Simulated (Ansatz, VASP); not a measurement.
**One calculation of TeMo5, two programs**

```
Te Mo
1.0
     0.00000    3.99945    3.99945
     3.99945    0.00000    3.99945
     3.99945    3.99945    0.00000
Te Mo
1 5
Direct
  0.00000 0.00000 0.00000
  0.25000 0.25000 0.25000
  0.62557 0.12328 0.62557
  0.62557 0.62557 0.12328
  0.62557 0.62557 0.62557
  0.12328 0.62557 0.62557
```

Change from the starting cell: species swapped into the Be5Co type (F-43m, No. 216).

Alike in both runs: task relaxation of cell and atoms; functional PBE; k mesh 4 × 4 × 4; occupations gaussian, width 0.1 eV; no spin polarisation.

```csv
,VASP,Ansatz
version,VASP 6.6.1,Ansatz 0.2.0
potentials or method,"VASP PAW PBE potentials, release 64 (Te, Mo_sv), cutoff 600 eV","scalar-relativistic, plane waves, PAW"
valence electrons in the cell,76,86
```

Ansatz gave:

| Property | Result |
| --- | --- |
| gap on the k mesh at the Fermi level, each at its own relaxed structure (eV) | none |
| relaxed volume (Å³/atom) | 17.16 |
| relaxed cell length with the largest relative difference (Å) | 5.261 |

Question: Which values does VASP return?

Answer: gap on the k mesh at the Fermi level, each at its own relaxed structure (eV): none; relaxed volume (Å³/atom): 17.20; relaxed cell length with the largest relative difference (Å): 5.265.

A gap of «none» marks a metal or a gap that the smearing closes. VASP's potentials hold 76 valence electrons a cell and Ansatz's 86, so a difference there can come from the potentials and not from the codes.

Neither program's run includes spin-orbit coupling. Noted on VASP's run: the volume moved by over 15 % at a fixed basis, so the end points are rough.
